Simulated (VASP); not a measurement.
# Zn (Cmcm) in VASP: further runs

Runs on Zn. Level: PBEsol. Tasks: single point.

Program: VASP 6.6.1. These are calculated values, not measurements. Logs are shortened: lines on timing, memory, paths and dates and some standing lists are left out, and cuts for length are marked.

### Step 1. The cell of the first run

It takes space group Cmcm (No. 63, orthorhombic). Conventional cell: a = 2.665 Å, b = 4.477 Å, c = 4.947 Å, α = 90.00°, β = 90.00°, γ = 90.00°. Zn (site symmetry m2m) has 12 Zn at 2.61 to 2.91 Å within 3.4 Å.

### Step 2. Single point, PBEsol (strain -0.0300 x Voigt [0, 1, 0, 0, 0, 0])

INCAR

```
SYSTEM = Zn
PREC = Accurate ; ENCUT = 520
EDIFF = 1E-6 ; ISMEAR = 0
SIGMA = 0.15 ; LREAL = .FALSE.
LASPH = .TRUE. ; NELM = 100
ALGO = Fast ; ISIF = 2
LWAVE = .FALSE. ; LCHARG = .FALSE.
GGA = PS ; NBANDS = 19
```

KPOINTS

```
regular mesh
0
G
  24 24 10
  0 0 0
```

POSCAR

```
Zn
1.0
    2.6647980532      0.0000000000      0.0000000000
   -1.3323990266      2.2385493257      0.0000000000
    0.0000000000      0.0000000000      4.9467000000
Zn
2
Direct
    0.3333333333      0.6666666667      0.2500000000
    0.6666666667      0.3333333333      0.7500000000
```

Potentials or basis: VASP PAW PBE potentials, release 64 (Zn).

Started as:

```
cat potpaw_PBE.64/Zn/POTCAR > POTCAR
mpirun -np 1 vasp_std > vasp.out
```

OUTCAR:

```text
SYSTEM = Zn
   PREC = Accurate
   ENCUT = 520
   EDIFF = 1E-6
   ISMEAR = 0
   LREAL = .FALSE.
   LASPH = .TRUE.
   NELM = 100
   ISIF = 2
   GGA = PS

 ion  position               nearest neighbor table
   1  0.333  0.667  0.250-   2 2.89   2 2.89   2 2.91   2 2.91   2 2.91   2 2.91
   2  0.667  0.333  0.750-   1 2.89   1 2.89   1 2.91   1 2.91   1 2.91   1 2.91

  Warning from LATTYP: Monoclinic adjustment (A1->A3, A2->A1, A3->A2)!
  LATTYP: Found a base centered orthorhombic cell.
 ALAT       =     2.6647980532
 B/A-ratio  =     1.6800892833
 C/A-ratio  =     1.8563132745

  Lattice vectors:

 A1 = (   1.3323990266,  -2.2385493257,   0.0000000000)
 A2 = (   1.3323990266,   2.2385493257,   0.0000000000)
 A3 = (   0.0000000000,   0.0000000000,   4.9467000000)

Analysis of symmetry for initial positions (statically):
=====================================================================
 Subroutine PRICEL returns:
 Original cell was already a primitive cell.

 Routine SETGRP: Setting up the symmetry group for a
 base centered orthorhombic supercell.

 Subroutine GETGRP returns: Found  8 space group operations
 (whereof  4 operations were pure point group operations)
 out of a pool of  8 trial point group operations.

The static configuration has the point symmetry C_2h.
 The point group associated with its full space group is D_2h.

Analysis of symmetry for dynamics (positions and initial velocities):
=====================================================================
 Subroutine PRICEL returns:
 Original cell was already a primitive cell.

 Routine SETGRP: Setting up the symmetry group for a
 base centered orthorhombic supercell.

 Subroutine GETGRP returns: Found  8 space group operations
 (whereof  4 operations were pure point group operations)
 out of a pool of  8 trial point group operations.

The dynamic configuration has the point symmetry C_2h.
 The point group associated with its full space group is D_2h.

 Subroutine INISYM returns: Found  8 space group operations
 (whereof  4 operations are pure point group operations),
 and found     1 'primitive' translations

----------------------------------------------------------------------------------------

                                     Primitive cell

  volume of cell :      29.5085

  direct lattice vectors                    reciprocal lattice vectors
     2.664798053  0.000000000  0.000000000     0.375262958  0.223358938  0.000000000
    -1.332399027  2.238549326  0.000000000     0.000000000  0.446717876  0.000000000
[... 85 lines left out ...]
   EDIFF  = 0.1E-05   stopping-criterion for ELM
   LREAL  =      F    real-space projection
   EDIFFG = 0.1E-04   stopping-criterion for IOM
   NSW    =      0    number of steps for IOM
   IBRION =     -1    ionic relax: 0-MD 1-quasi-New 2-CG
   NFREE  =      0    steps in history (QN), initial steepest desc. (CG)
   ISIF   =      2    stress and relaxation
   ISYM   =      2    0-nonsym 1-usesym 2-fastsym
   POTIM  = 0.5000    time-step for ionic-motion
   TEBEG  =    0.0;   TEEND  =   0.0 temperature during run
   PSTRESS=    0.0 pullay stress
   NELECT =      24.0000    total number of electrons
   NUPDOWN=      -1.0000    fix difference up-down
   EMIN   =  10.00;   EMAX   =-10.00  energy-range for DOS
   EFERMI =   0.00;   METHOD = LEGACY
   ISMEAR =     0;   SIGMA  =   0.15  broadening in eV -4-tet -1-fermi 0-gaus
   EFERMI_NEDOS =   21; number of points for ismear=-14 and -15
   IALGO  =     68    algorithm
   IMIX   =      4    mixing-type and parameters
     AMIX     =   0.40;   BMIX     =  1.00
     AMIX_MAG =   1.60;   BMIX_MAG =  1.00
  volume/ion in A,a.u.               =      14.75        99.57
  Fermi-wavevector in a.u.,A,eV,Ry     =   1.528140  2.887765 31.772475  2.335211
  Thomas-Fermi vector in A             =   2.635939
   LORBIT       =      0    0 simple, 1 ext, 2 COOP (PROOUT), +10 PAW based schemes
   GGA     = PS    functional components
   LHFCALC =     F    Hartree Fock is set to
   AEXX    =    0.0000 exact exchange contribution
   IVDW    =     0    specifies the selected vdW correction
   LEPSILON=     F    determine dielectric tensor
   LRPA    =     F    only Hartree local field effects (RPA)
 non-spin polarized calculation
 RMM-DIIS sequential band-by-band and
 Gauss-broadening in eV      SIGMA  =   0.15
  energy-cutoff  :      520.00
  volume of cell :       29.51
 maximum number of plane-waves:       812
   NGX =  9   NGY =  9   NGZ = 19

 number of electron      24.0000022 magnetization

 Free energy of the ion-electron system (eV)
  ---------------------------------------------------
  ext. energy  EPLUGINS =         0.00000000
  ---------------------------------------------------
  free energy    TOTEN  =        -3.15945040 eV

  energy without entropy =       -3.15529301  energy(sigma->0) =       -3.15737171

 E-fermi :   3.1084     XC(G=0): -11.8572

 val. band max:        3.1022516884   @ k =  -0.1667   0.0417   0.2000
 cond. band min:       3.1132574236   @ k =   0.2500   0.3333   0.4000
 fundamental gap:      0.0110057352
 Fermi energy:         3.1084127932

 k-point     1 :       0.0000    0.0000    0.0000
  band No.  band energies     occupation
      1      -7.5095      2.00000
      2      -5.6133      2.00000
      3      -4.8503      2.00000
      4      -4.6566      2.00000
      5      -4.6034      2.00000
      6      -4.5156      2.00000
[... 505 lines left out ...]
      6      -4.3806      2.00000
[... 11 lines left out ...]
     18      18.9771      0.00000
     19      19.0334      0.00000

 [... further k-points ...]

------------------------ aborting loop because EDIFF is reached ----------------------------------------

  FORCE on cell =-STRESS in cart. coord.  units (eV):
  Direction    XX          YY          ZZ          XY          YZ          ZX
  --------------------------------------------------------------------------------------
  -------------------------------------------------------------------------------------
  Total       -0.8455600      0.0052320     -0.2907332      0.0000000      0.0000000      0.0000000
  in kB      -45.9101256      0.2840721    -15.7855091      0.0000000      0.0000000      0.0000000
  external PRESSURE =     -20.4705209 kB  Pullay stress =       0.0000000 kB

 VOLUME and BASIS-vectors are now :
 -----------------------------------------------------------------------------
  energy-cutoff  :      520.00
  volume of cell :       29.51
      direct lattice vectors                 reciprocal lattice vectors
     2.664798053  0.000000000  0.000000000     0.375262958  0.223358938  0.000000000
    -1.332399027  2.238549326  0.000000000     0.000000000  0.446717876  0.000000000
     0.000000000  0.000000000  4.946700000     0.000000000  0.000000000  0.202154972

 POSITION                                       TOTAL-FORCE (eV/Angst)
 -----------------------------------------------------------------------------------
     -0.00000      1.49237      1.23667        -0.000000      0.003895     -0.000000
      1.33240      0.74618      3.71002         0.000000     -0.003895      0.000000
 -----------------------------------------------------------------------------------
    total drift:                                0.000000     -0.000000      0.000000

  FREE ENERGIE OF THE ION-ELECTRON SYSTEM (eV)
  ---------------------------------------------------
  free  energy   TOTEN  =        -3.1594503974 eV

  energy  without entropy=       -3.1552930142  energy(sigma->0) =       -3.15737171
```

stdout:

```text
POSCAR found type information on POSCAR Zn
 POSCAR found :  1 types and       2 ions
 scaLAPACK will be used
 -----------------------------------------------------------------------------
|                                                                             |
|                                                                             |
|     You enforced a specific xc type in the INCAR file but a different       |
|     I HOPE YOU KNOW WHAT YOU ARE DOING!                                     |
|                                                                             |
 -----------------------------------------------------------------------------

 LDA part: xc-table for (Slater+PW92), standard interpolation
 POSCAR, INCAR and KPOINTS ok, starting setup
 FFT: planning ... GRIDC
 FFT: planning ... GRID_SOFT
 FFT: planning ... GRID
 WAVECAR not read
 entering main loop
WARNING in EDDRMM: call to ZHEGV failed, returncode =   8  4     18
WARNING in EDDRMM: call to ZHEGV failed, returncode =   8  4     16
WARNING in EDDRMM: call to ZHEGV failed, returncode =   6  3     19
WARNING in EDDRMM: call to ZHEGV failed, returncode =   8  4     18
WARNING in EDDRMM: call to ZHEGV failed, returncode =   8  4     18
WARNING in EDDRMM: call to ZHEGV failed, returncode =   8  4     17
WARNING in EDDRMM: call to ZHEGV failed, returncode =   8  4     16
```

It took 11 min on 1 thread of Intel Xeon 8259CL, shared host; peak memory 0.49 GiB.

Results:

```yaml
Free_energy: -3.1595 eV
Pressure: -2.0 GPa
Largest_force: 0.004 eV/Å
Band_gap_on_the_k_mesh: zero (bands 12 and 13 overlap by 4.80 eV)
```

Forces on the atoms (eV/Å):
```
Zn   0.000  0.004  0.000
Zn   0.000 -0.004  0.000
```

Stress tensor (GPa, compression positive):
```
-4.59  0.00  0.00
 0.00  0.03  0.00
 0.00  0.00 -1.58
```

Levels at points of the mesh, in eV from the Fermi level:
| k point | band 10 | band 11 | band 12 | band 13 | band 14 | band 15 |
| --- | --- | --- | --- | --- | --- | --- |
| (0.00, 0.00, 0.00) | -7.08 | -7.05 | -3.83 | -3.14 | 13.41 | 17.17 |
| (0.50, 0.00, 0.00) | -6.85 | -2.93 | -2.18 | 2.53 | 3.49 | 4.09 |
| (0.00, 0.50, 0.00) | -6.83 | -2.67 | -1.83 | 2.86 | 3.87 | 4.53 |
| (0.00, 0.00, 0.50) | -7.16 | -7.14 | -7.14 | 4.43 | 4.43 | 19.04 |
| (0.50, 0.00, 0.50) | -6.86 | -1.98 | -1.98 | 0.14 | 0.14 | 10.06 |
| (0.00, 0.50, 0.50) | -6.84 | -1.73 | -1.73 | 0.58 | 0.58 | 10.39 |

Caveat: the cell differs from its parent crystal (strain -0.0300 x Voigt [0, 1, 0, 0, 0, 0]); the PAW data sets were made with another functional, which shifts forces and pressure a little.

### Step 3. Single point, PBEsol (strain -0.0150 x Voigt [0, 1, 0, 0, 0, 0])

INCAR

```
  ALGO = Fast
  EDIFF = 1E-6
  ENCUT = 520
  GGA = PS
  ISIF = 2
  ISMEAR = 0
  LASPH = True
  LCHARG = False
  LREAL = False
  LWAVE = False
  NBANDS = 19
  NELM = 60
  PREC = Accurate
  SIGMA = 0.15
```

KPOINTS

```
k-points
0
Gamma
  24 24 10
```

POSCAR

```
Zn
1.0
    2.6647980532      0.0000000000      0.0000000000
   -1.3323990266      2.2731660679      0.0000000000
    0.0000000000      0.0000000000      4.9467000000
Zn
2
Direct
    0.3333333333      0.6666666667      0.2500000000
    0.6666666667      0.3333333333      0.7500000000
```

Potentials or basis: VASP PAW PBE potentials, release 64 (Zn).

Started as:

```
cat potpaw_PBE.64/Zn/POTCAR > POTCAR
mpirun -np 1 vasp_std > vasp.out
```

Run time: 7.2 min. Hardware: 1 thread of Intel Xeon 8259CL, shared host; peak memory 0.5 GiB.

Results (log left out):

```yaml
Free_energy: -3.1541 eV
Pressure: -3.5 GPa
Band_gap_on_the_k_mesh: zero (bands 12 and 13 overlap by 4.64 eV)
```

Forces on the atoms (eV/Å):
```
Zn   0.000  0.003  0.000
Zn   0.000 -0.003  0.000
```

Stress tensor (GPa, compression positive):
```
-5.27  0.00  0.00
 0.00 -3.02  0.00
 0.00  0.00 -2.20
```

Levels at points of the mesh, in eV from the Fermi level:
| k point | band 10 | band 11 | band 12 | band 13 | band 14 | band 15 |
| --- | --- | --- | --- | --- | --- | --- |
| (0.00, 0.00, 0.00) | -7.07 | -7.06 | -3.74 | -3.09 | 13.51 | 17.20 |
| (0.50, 0.00, 0.00) | -6.86 | -2.89 | -2.18 | 2.57 | 3.50 | 4.08 |
| (0.00, 0.50, 0.00) | -6.85 | -2.77 | -2.00 | 2.73 | 3.69 | 4.30 |
| (0.00, 0.00, 0.50) | -7.16 | -7.14 | -7.14 | 4.51 | 4.51 | 18.85 |
| (0.50, 0.00, 0.50) | -6.87 | -1.93 | -1.93 | 0.12 | 0.12 | 10.08 |
| (0.00, 0.50, 0.50) | -6.86 | -1.81 | -1.81 | 0.34 | 0.34 | 10.25 |

Caveat: the cell differs from its parent crystal (strain -0.0150 x Voigt [0, 1, 0, 0, 0, 0]); the cell stands under tension; the PAW data sets were made with another functional, which shifts forces and pressure a little.
